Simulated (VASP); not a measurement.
# Ta2PtS4 (Cmmm) in VASP: notebook

Ta2PtS4 is run at these levels: PBE; tasks: single point.

Program: VASP 6.6.1. These are calculated values, not measurements. Logs are shortened: lines on timing, memory, paths and dates and some standing lists are left out, and cuts for length are marked.

## Step 1: The cell of the first run

The structure is orthorhombic, space group Cmmm (No. 65). The conventional cell has a = 7.316 Å, b = 10.363 Å, c = 3.638 Å, α = 90.00°, β = 90.00°, γ = 90.00°. Within 3.4 Å of Ta (site symmetry 2/m) lie 6 S at 2.58 to 2.59 Å. Within 3.3 Å of Pt (site symmetry mmm) lie 6 S at 2.52 to 2.53 Å. Within 3.3 Å of S (site symmetry 2mm) lie 2 Pt at 2.53 Å and 2 Ta at 2.59 Å. Within 3.3 Å of S (site symmetry m2m) lie 1 Pt at 2.52 Å and 4 Ta at 2.58 Å.

The cell was built from a structure type or drawn by symmetry, and may not be a known phase.

## Step 2: Single point, PBE, collinear spin

Input file INCAR:

```
SYSTEM = Ta2PtS4
PREC = Accurate
ENCUT = 520
EDIFF = 1E-7
ISMEAR = 0
SIGMA = 0.1
LREAL = .False.
LASPH = .True.
NELM = 150
ALGO = Normal
ISIF = 2
LWAVE = .False.
LCHARG = .False.
ISPIN = 2
MAGMOM = 1 1 1 0 0 0 0
LORBIT = 11
LMAXMIX = 4
GGA = PE
NBANDS = 41
```

Input file KPOINTS:

```
regular mesh
0
Gamma
  4 4 6
  0 0 0
```

Input file POSCAR:

```
Ta2PtS4
1.0
    3.6580209600     -5.1812867000      0.0000000000
    3.6580209600      5.1812867000      0.0000000000
    0.0000000000      0.0000000000      3.6379513700
Ta Pt S
2 1 4
Direct
    0.5000000000      0.0000000000      0.5000000000
    0.0000000000      0.5000000000      0.5000000000
    0.0000000000      0.0000000000      0.0000000000
    0.7590458400      0.7590458400      0.5000000000
    0.2409541600      0.2409541600      0.5000000000
    0.7564236600      0.2435763400      0.0000000000
    0.2435763400      0.7564236600      0.0000000000
```

Potentials or basis: VASP PAW PBE potentials, release 64 (Ta_pv, Pt, S).

Command:

```
$ cat potpaw_PBE.64/Ta_pv/POTCAR potpaw_PBE.64/Pt/POTCAR potpaw_PBE.64/S/POTCAR > POTCAR
$ mpirun -np 1 vasp_std > vasp.out
```

OUTCAR:

```text
SYSTEM = Ta2PtS4
   PREC = Accurate
   ENCUT = 520
   EDIFF = 1E-7
   ISMEAR = 0
   LREAL = .False.
   LASPH = .True.
   NELM = 150
   ISIF = 2
   ISPIN = 2
   LORBIT = 11
   GGA = PE

 ion  position               nearest neighbor table
   1  0.500  0.000  0.500-   6 2.58   7 2.58   6 2.58   7 2.58   4 2.59   5 2.59
   2  0.000  0.500  0.500-   6 2.58   7 2.58   6 2.58   7 2.58   4 2.59   5 2.59
   3  0.000  0.000  0.000-   6 2.52   7 2.52   4 2.53   5 2.53   4 2.53   5 2.53
   4  0.759  0.759  0.500-   3 2.53   3 2.53   1 2.59   2 2.59
   5  0.241  0.241  0.500-   3 2.53   3 2.53   1 2.59   2 2.59
   6  0.756  0.244  0.000-   3 2.52   2 2.58   1 2.58   1 2.58   2 2.58
   7  0.244  0.756  0.000-   3 2.52   2 2.58   1 2.58   1 2.58   2 2.58

  LATTYP: Found a base centered orthorhombic cell.
 ALAT       =     7.3160419200
 B/A-ratio  =     1.4164179912
 C/A-ratio  =     0.4972567694

  Lattice vectors:

 A1 = (   3.6580209600,  -5.1812867000,   0.0000000000)
 A2 = (   3.6580209600,   5.1812867000,   0.0000000000)
 A3 = (   0.0000000000,   0.0000000000,   3.6379513700)

Analysis of symmetry for initial positions (statically):
=====================================================================
 Subroutine PRICEL returns:
 Original cell was already a primitive cell.

 Routine SETGRP: Setting up the symmetry group for a
 base centered orthorhombic supercell.

 Subroutine GETGRP returns: Found  8 space group operations
 (whereof  8 operations were pure point group operations)
 out of a pool of  8 trial point group operations.

The static configuration has the point symmetry D_2h.

Analysis of symmetry for dynamics (positions and initial velocities):
=====================================================================
 Subroutine PRICEL returns:
 Original cell was already a primitive cell.

 Routine SETGRP: Setting up the symmetry group for a
 base centered orthorhombic supercell.

 Subroutine GETGRP returns: Found  8 space group operations
 (whereof  8 operations were pure point group operations)
 out of a pool of  8 trial point group operations.

The dynamic configuration has the point symmetry D_2h.

Analysis of structural, dynamic, and magnetic symmetry:
=====================================================================
 Subroutine PRICEL returns:
 Original cell was already a primitive cell.

 Routine SETGRP: Setting up the symmetry group for a
 base centered orthorhombic supercell.

 Subroutine GETGRP returns: Found  8 space group operations
 (whereof  8 operations were pure point group operations)
 out of a pool of  8 trial point group operations.
[... 153 lines left out ...]
  ext. energy  EPLUGINS =         0.00000000
  ---------------------------------------------------
  free energy    TOTEN  =       -47.44925700 eV

  energy without entropy =      -47.40799384  energy(sigma->0) =      -47.42862542

 E-fermi :   6.3926     XC(G=0): -10.6373

 val. band max:        6.3890373969   @ k =   0.2500   0.2500   0.0000
 cond. band min:       6.3976743364   @ k =   0.2500   0.2500   0.1667
 fundamental gap:      0.0086369395
 Fermi energy:         6.3926447041

 spin component 1

 k-point     1 :       0.0000    0.0000    0.0000
  band No.  band energies     occupation
      1     -29.6330      1.00000
      2     -29.5750      1.00000
      3     -29.5705      1.00000
      4     -29.5676      1.00000
      5     -29.5662      1.00000
      6     -29.5537      1.00000
[... 1021 lines left out ...]
     39      10.5543      0.00000
     40      10.6158      0.00000

 [... further k-points ...]

 spin component 2

 k-point     1 :       0.0000    0.0000    0.0000
  band No.  band energies     occupation
      1     -29.4342      1.00000
      2     -29.3602      1.00000
      3     -29.3590      1.00000
      4     -29.3513      1.00000
      5     -29.3140      1.00000
      6     -29.3068      1.00000
[... 1021 lines left out ...]
     39      10.6789      0.00000
     40      10.7427      0.00000

 [... further k-points ...]

 [bands above 40 left out]

------------------------ aborting loop because EDIFF is reached ----------------------------------------

  FORCE on cell =-STRESS in cart. coord.  units (eV):
  Direction    XX          YY          ZZ          XY          YZ          ZX
  --------------------------------------------------------------------------------------
  -------------------------------------------------------------------------------------
  Total       -8.5688410     -7.0053458     -6.4882943      0.0000000      0.0000000      0.0000000
  in kB      -99.5547457    -81.3897025    -75.3824805      0.0000000      0.0000000      0.0000000
  external PRESSURE =     -85.4423096 kB  Pullay stress =       0.0000000 kB

 VOLUME and BASIS-vectors are now :
 -----------------------------------------------------------------------------
  energy-cutoff  :      520.00
  volume of cell :      137.90
      direct lattice vectors                 reciprocal lattice vectors
     3.658020960 -5.181286700  0.000000000     0.136685931 -0.096501126  0.000000000
     3.658020960  5.181286700  0.000000000     0.136685931  0.096501126  0.000000000
     0.000000000  0.000000000  3.637951370     0.000000000  0.000000000  0.274879980

 POSITION                                       TOTAL-FORCE (eV/Angst)
 -----------------------------------------------------------------------------------
      1.82901     -2.59064      1.81898         0.000000      0.000000      0.000000
      1.82901      2.59064      1.81898         0.000000      0.000000      0.000000
      0.00000      0.00000      0.00000         0.000000      0.000000      0.000000
      5.55321      0.00000      1.81898         0.497656      0.000000      0.000000
      1.76283      0.00000      1.81898        -0.497656      0.000000      0.000000
      3.65802     -2.65721      0.00000         0.000000      0.198072      0.000000
      3.65802      2.65721      0.00000         0.000000     -0.198072      0.000000
 -----------------------------------------------------------------------------------
    total drift:                                0.000000     -0.000000     -0.000000

  FREE ENERGIE OF THE ION-ELECTRON SYSTEM (eV)
  ---------------------------------------------------
  free  energy   TOTEN  =       -47.4492569982 eV

  energy  without entropy=      -47.4079938392  energy(sigma->0) =      -47.42862542

 total charge

# of ion       s       p       d       tot
------------------------------------------
    1        0.247   6.095   2.283   8.625
    2        0.247   6.095   2.283   8.625
    3        0.567   0.488   8.153   9.208
    4        1.334   2.315   0.000   3.649
    5        1.334   2.315   0.000   3.649
    6        1.318   2.364   0.000   3.681
    7        1.318   2.364   0.000   3.681
--------------------------------------------------
tot          6.366  22.036  12.719  41.121

 magnetization (x)

# of ion       s       p       d       tot
------------------------------------------
    1        0.008   0.003   0.334   0.345
    2        0.008   0.003   0.334   0.345
    3        0.014   0.001   0.053   0.067
    4       -0.001  -0.001   0.000  -0.002
    5       -0.001  -0.001   0.000  -0.002
    6        0.000  -0.009   0.000  -0.008
    7        0.000  -0.009   0.000  -0.008
--------------------------------------------------
tot          0.027  -0.013   0.722   0.736
```

Wall time 8.1 min (1 thread of Intel Xeon Platinum 8488C (Sapphire Rapids), shared host); peak memory 0.45 GiB.

Results:

| Quantity | Value |
| --- | --- |
| Free energy | -47.4493 eV |
| Pressure | -8.5 GPa |
| Largest force | 0.498 eV/Å |
| Net moment | 1.02 μB per cell |
| Site moments | Ta +0.34; Pt +0.07; S -0.00, -0.01 (each value once) μB |
| Valence electrons inside the program's atomic spheres | Ta 8.62; Pt 9.21; S 3.65, 3.68 (each value once) |

Forces on the atoms (eV/Å):
```
Ta   0.000  0.000  0.000
Ta   0.000  0.000  0.000
Pt   0.000  0.000  0.000
S    0.498  0.000  0.000
S   -0.498  0.000  0.000
S    0.000  0.198  0.000
S    0.000 -0.198  0.000
```

Caveat: the cell stands under tension; spin-orbit coupling is left out, which moves the levels of the heavy elements.

## Step 3: Single point, PBE, collinear spin

This run uses another cell than the first one, of 17.23 Å³/atom.

Input file INCAR:

```
PREC = Accurate ; ENCUT = 520
EDIFF = 1E-6 ; ISMEAR = 0
SIGMA = 0.1 ; LREAL = F
LASPH = T ; NELM = 150
ALGO = Normal ; ISIF = 2
LWAVE = F ; LCHARG = T
ISPIN = 2 ; MAGMOM = 1 1 1 0 0 0 0
LORBIT = 11 ; LMAXMIX = 4
GGA = PE ; LELF = T
LVHAR = T ; NBANDS = 41
```

Input file KPOINTS:

```
Automatic mesh
0
Gamma
  4 4 6
```

Input file POSCAR:

```
Ta2PtS4
1.0
    3.3183951092     -5.0950789388      0.0000000000
    3.3183951092      5.0950789388      0.0000000000
    0.0000000000      0.0000000000      3.5671807061
Ta Pt S
2 1 4
Direct
    0.5000000000      0.0000000000      0.5000000000
    0.0000000000      0.5000000000      0.5000000000
    0.0000000000      0.0000000000      0.0000000000
    0.7733954378      0.7733954378      0.5000000000
    0.2266045622      0.2266045622      0.5000000000
    0.6758607283      0.3241392717      0.0000000000
    0.3241392717      0.6758607283      0.0000000000
```

Potentials or basis: VASP PAW PBE potentials, release 64 (Ta_pv, Pt, S).

Command:

```
$ cat potpaw_PBE.64/Ta_pv/POTCAR potpaw_PBE.64/Pt/POTCAR potpaw_PBE.64/S/POTCAR > POTCAR
$ mpirun -np 1 vasp_std > vasp.out
```

It took 4 min on 1 thread of Intel Xeon Platinum 8375C at 2.90GHz (Ice Lake), shared host; peak memory 0.42 GiB.

Results (log left out):

```
Free energy                                           : -48.7894 eV
Pressure                                              : 0.4 GPa
Largest force                                         : 0.112 eV/Å
Net moment                                            : 1.37 μB per cell
Site moments                                          : Ta +0.40; Pt +0.13; S +0.01 μB
Valence electrons inside the program's atomic spheres : Ta 8.68; Pt 9.48; S 3.70, 3.72 (each value once)
```

Forces in eV/Å, atoms in the order of the input:
```
Ta   0.000  0.000  0.000
Ta   0.000  0.000  0.000
Pt   0.000  0.000  0.000
S    0.078  0.000  0.000
S   -0.078  0.000  0.000
S    0.000 -0.112  0.000
S    0.000  0.112  0.000
```

Stress tensor (GPa, compression positive):
```
 0.84  0.00  0.00
 0.00 -0.20  0.00
 0.00  0.00  0.58
```

Levels at points of the mesh, in eV from the Fermi level:
Spin up:
```csv
k point,band 25,band 26,band 27,band 28,band 29,band 30,band 31,band 32,band 33,band 34
"(0.00, 0.00, 0.00)",-2.05,-1.83,-1.52,-0.87,0.01,0.10,0.54,0.64,0.81,2.55
"(0.50, 0.00, 0.00)",-2.08,-1.43,-1.08,-0.89,-0.03,0.10,0.42,1.15,1.58,2.46
"(0.50, 0.50, 0.00)",-2.87,-2.22,-1.18,-0.74,-0.01,0.57,0.82,0.88,1.22,1.46
"(0.00, 0.00, 0.50)",-2.29,-1.26,-0.66,-0.09,-0.04,0.19,0.78,1.17,1.55,1.70
"(0.50, 0.00, 0.50)",-2.55,-1.55,-0.67,-0.50,-0.36,0.50,1.22,1.46,1.55,2.56
"(0.50, 0.50, 0.50)",-3.08,-2.01,-0.98,-0.30,-0.26,0.65,1.18,1.44,1.77,2.20
```
Spin down:
```tsv
k point	band 25	band 26	band 27	band 28	band 29	band 30
(0.00, 0.00, 0.00)	-1.98	-1.72	-1.48	-0.59	0.49	0.53
(0.50, 0.00, 0.00)	-1.99	-1.31	-0.85	-0.72	0.32	0.41
(0.50, 0.50, 0.00)	-2.80	-2.15	-1.11	-0.40	0.28	1.07
(0.00, 0.00, 0.50)	-2.23	-1.19	-0.36	0.25	0.31	0.68
(0.50, 0.00, 0.50)	-2.44	-1.49	-0.25	-0.23	-0.04	0.96
(0.50, 0.50, 0.50)	-2.99	-1.92	-0.73	-0.03	0.20	1.08
```

Caveat: spin-orbit coupling is left out, which moves the levels of the heavy elements.

## Step 4: Single point, PBE

This run uses another cell than the first one, of 17.23 Å³/atom.

Input file INCAR:

```
SYSTEM = Ta2PtS4
ALGO = Normal
EDIFF = 1E-6
ENCUT = 520
GGA = PE
ISIF = 2
ISMEAR = 0
LASPH = .True.
LCHARG = .False.
LREAL = .False.
LWAVE = .False.
NBANDS = 37
NELM = 100
PREC = Accurate
SIGMA = 0.1
```

Input file KPOINTS:

```
k-points
0
Gamma
  4 4 6
  0 0 0
```

POSCAR is that of step 3.

Command:

```
$ cat potpaw_PBE.64/Ta_pv/POTCAR potpaw_PBE.64/Pt/POTCAR potpaw_PBE.64/S/POTCAR > POTCAR
$ mpirun -np 1 vasp_std > vasp.out
```

It took 2.4 min on 1 thread of Intel Xeon 8259CL, shared host; peak memory 0.31 GiB.

Results (log left out):

```yaml
Free_energy: -48.7784 eV
Pressure: 0.0 GPa
Largest_force: 0.046 eV/Å
Band_gap_on_the_k_mesh: zero (bands 28 and 29 overlap by 0.50 eV)
```

Forces in eV/Å, atoms in the order of the input:
```
Ta   0.000  0.000  0.000
Ta   0.000  0.000  0.000
Pt   0.000  0.000  0.000
S    0.021  0.000  0.000
S   -0.021  0.000  0.000
S    0.000  0.046  0.000
S    0.000 -0.046  0.000
```

Stress tensor (GPa, compression positive):
```
-0.13  0.00  0.00
 0.00  0.18  0.00
 0.00  0.00 -0.18
```

Levels at points of the mesh, in eV from the Fermi level:
```csv
k point,band 26,band 27,band 28,band 29,band 30,band 31
"(0.00, 0.00, 0.00)",-1.77,-1.50,-0.74,0.24,0.27,0.67
"(0.50, 0.00, 0.00)",-1.37,-0.97,-0.81,0.16,0.21,0.65
"(0.50, 0.50, 0.00)",-2.18,-1.16,-0.58,0.13,0.79,0.92
"(0.00, 0.00, 0.50)",-1.25,-0.53,0.08,0.12,0.40,0.88
"(0.50, 0.00, 0.50)",-1.52,-0.47,-0.39,-0.22,0.70,1.28
"(0.50, 0.50, 0.50)",-1.96,-0.88,-0.19,-0.06,0.83,1.32
```

Caveat: spin-orbit coupling is left out, which moves the levels of the heavy elements.

(Part 1 of 2 ends here.)
